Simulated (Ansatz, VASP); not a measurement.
Two plane-wave programs on Os

```
Os
1.0
     0.00000    1.93534    1.93534
     1.93534    0.00000    1.93534
     1.93534    1.93534    0.00000
Os
1
Cartesian
  0.0000 0.0000 0.0000
```

Alike in both runs: functional RPBE; k mesh 14 × 14 × 14; occupations fermi-dirac, width 0.1 eV; no spin polarisation.

Ansatz relaxed the structure, and its values are those at the end. VASP's run is a single point on that final structure, the one shown.

```csv
,VASP,Ansatz
version,VASP 6.6.1,Ansatz 0.2.0
potentials or method,"VASP PAW PBE potentials, release 64 (Os), cutoff 600 eV","plane waves (420 eV) with PAW, scalar-relativistic"
valence electrons in the cell,8,16
```

|  | VASP | Ansatz | Ansatz less VASP |
| --- | --- | --- | --- |
| pressure (GPa) | -0.2 | 0.0 | +0.23 |

VASP's potentials were made for PBE, not for RPBE. VASP's potentials hold 8 valence electrons a cell and Ansatz's 16, so a difference there can come from the potentials and not from the codes.

Neither program's run includes spin-orbit coupling.
